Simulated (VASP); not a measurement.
A run of VASP 6.6.1 is set up as follows.

File INCAR:

```
ALGO = Normal
EDIFF = 1E-8
ENCUT = 520
ISIF = 2
ISMEAR = -1
LASPH = T
LCHARG = F
LEFG = T
LREAL = F
LWAVE = F
NBANDS = 16
NELM = 100
PREC = Accurate
SIGMA = 0.05
```

The input KPOINTS:

```
k-points
0
Gamma
  12 12 9
```

POSCAR

```
ZrB2
1.0
    3.1649998255     -0.0474749974     -0.0474749974
   -1.6236144666      2.7647077506     -0.0173770551
   -0.0528000000     -0.0528000000      3.5200000000
Zr B
1 2
Direct
    0.0000000000      0.0000000000      0.0000000000
    0.3333333333      0.6666666667      0.5000000000
    0.6666666667      0.3333333333      0.5000000000
```

Potentials or basis: VASP PAW LDA potentials, release 64 (Zr_sv, B).

Launch:

```sh
$ cat potpaw_LDA.64/Zr_sv/POTCAR potpaw_LDA.64/B/POTCAR > POTCAR
$ mpirun -np 1 vasp_std > vasp.out
```

Predict the pressure.

-6.1 GPa.

What does it give for the largest force?

0.080 eV/Å.

Forces on the atoms (eV/Å):
```
Zr   0.000  0.000  0.000
B   -0.077  0.010 -0.018
B    0.077 -0.010  0.018
```

Caveat: the cell differs from its parent crystal (equal xy, yz and zx shear strains of -3 %); the cell stands under tension; without QUAD_EFG the Cq values of the log hold for a quadrupole moment of 1 mb, not for the nuclei.
